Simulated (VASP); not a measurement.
A run of VASP 6.6.1 is set up as follows.

Contents of INCAR:

```
ALGO = Normal
EDIFF = 1E-6
EDIFFG = -0.01
ENCUT = 600
GGA = PS
IBRION = 2
ISIF = 4
ISMEAR = 0
LASPH = True
LCHARG = False
LREAL = False
LWAVE = False
NELM = 80
NSW = 60
PREC = Accurate
SIGMA = 0.05
```

The input KPOINTS:

```
k-points
0
Gamma
  10 10 6
```

File POSCAR:

```
SrO
1.0
    3.5842496589      0.0000000000      0.0000000000
   -1.7921248295      3.1040512581      0.0000000000
    0.0000000000      0.0000000000      6.2909210862
Sr O
2 2
Direct
    0.0000000000      0.0000000000      0.0000000000
    0.0000000000      0.0000000000      0.5000000000
    0.3333333333      0.6666666667      0.2500000000
    0.6666666667      0.3333333333      0.7500000000
```

Potentials or basis: VASP PAW PBE potentials, release 64 (Sr_sv, O).

The run is started by

```sh
$ cat potpaw_PBE.64/Sr_sv/POTCAR potpaw_PBE.64/O/POTCAR > POTCAR
$ mpirun -np 1 vasp_std > vasp.out
```

(1) Estimate the band gap on the k mesh.

## Answers

(1) 3.23 eV, direct.

Caveat: the relaxation stopped at its first step, so nothing moved.
